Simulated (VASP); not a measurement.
Crystal: BeB2P3.

```
CELL_PARAMETERS angstrom
1.81800 -3.19997 0.00000
1.81800 3.19997 0.00000
-0.19232 0.00000 7.01113
ATOMIC_POSITIONS crystal
Be 0.65627 0.34373 0.00000
B 0.25034 0.59127 0.23889
B 0.40873 0.74966 0.76111
P 0.67552 0.32448 0.50000
P 0.01834 0.98166 0.00000
P 0.99080 0.00920 0.50000
```

```yaml
Program: VASP 6.6.1
Task: relaxation of cell and atoms
Functional: PBE
Potentials_or_basis: VASP PAW PBE potentials, release 64 (Be, B, P)
Cutoff: 600 eV
k_mesh: 6 × 6 × 4
Occupations: gaussian, width 0.1 eV
Spin: no spin polarisation
```

At the start: pressure 0.5 GPa; volume 13.60 Å³/atom.

Where does the relaxation end?

Over 47 steps the energy falls by 809.4 meV/atom and the volume is 13.60 Å³/atom (+0.1 %); space group C2 (No. 5, to 0.1 Å) before and after.

The path:
| step | energy change (eV) | largest force (eV/Å) | pressure (GPa) | volume (Å³) |
| --- | --- | --- | --- | --- |
| 1 | 0.0000 | 1.5112 | 0.49 | 81.58 |
| 3 | -0.6949 | 1.1254 | -7.85 | 81.78 |
| 5 | -1.3431 | 1.5859 | -0.60 | 70.21 |
| 7 | -1.8674 | 0.9743 | 9.07 | 64.29 |
| 9 | -2.7315 | 1.5935 | 0.68 | 75.53 |
| 11 | -2.8623 | 1.6450 | -2.94 | 83.98 |
| 13 | -3.6984 | 1.8239 | -5.56 | 93.22 |
| 15 | -4.0234 | 1.7339 | -3.88 | 90.83 |
| 17 | -4.1005 | 1.6322 | -2.33 | 90.09 |
| 19 | -4.5347 | 1.9932 | 0.19 | 85.61 |
| 21 | -4.7225 | 0.8813 | 0.59 | 83.47 |
| 23 | -4.7716 | 0.4580 | -0.40 | 83.76 |
| 25 | -4.8138 | 0.2938 | -0.79 | 83.24 |
| 27 | -4.8324 | 0.1844 | 0.23 | 82.12 |
| 29 | -4.8439 | 0.1021 | -0.03 | 81.79 |
| 31 | -4.8467 | 0.0657 | -0.01 | 81.65 |
| 33 | -4.8483 | 0.0936 | -0.04 | 81.67 |
| 35 | -4.8502 | 0.0532 | 0.18 | 81.73 |
| 37 | -4.8518 | 0.1001 | -0.30 | 82.36 |
| 39 | -4.8527 | 0.0761 | -0.30 | 82.41 |
| 41 | -4.8529 | 0.2315 | 0.45 | 81.69 |
| 43 | -4.8546 | 0.0885 | 0.07 | 81.98 |
| 45 | -4.8557 | 0.0900 | 0.02 | 81.74 |
| 47 | -4.8565 | 0.0304 | 0.14 | 81.62 |

Final structure:
```cif
data_structure
_symmetry_space_group_name_H-M 'P 1'
_symmetry_Int_Tables_number 1
_cell_length_a 5.0134
_cell_length_b 5.0134
_cell_length_c 4.8173
_cell_angle_alpha 89.259
_cell_angle_beta 89.259
_cell_angle_gamma 137.580
_cell_volume 81.62
loop_
_atom_site_label
_atom_site_type_symbol
_atom_site_fract_x
_atom_site_fract_y
_atom_site_fract_z
_atom_site_occupancy
Be1 Be 0.64010 0.35990 0.00000 1
B1 B 0.82201 0.16699 0.17410 1
B2 B 0.83301 0.17799 0.82590 1
P1 P 0.70059 0.29941 0.50000 1
P2 P 0.02452 0.97548 0.00000 1
P3 P 0.97978 0.02022 0.50000 1
```

Caveat: a cell axis changed by over 15 % at a fixed basis, so the end point is rough.
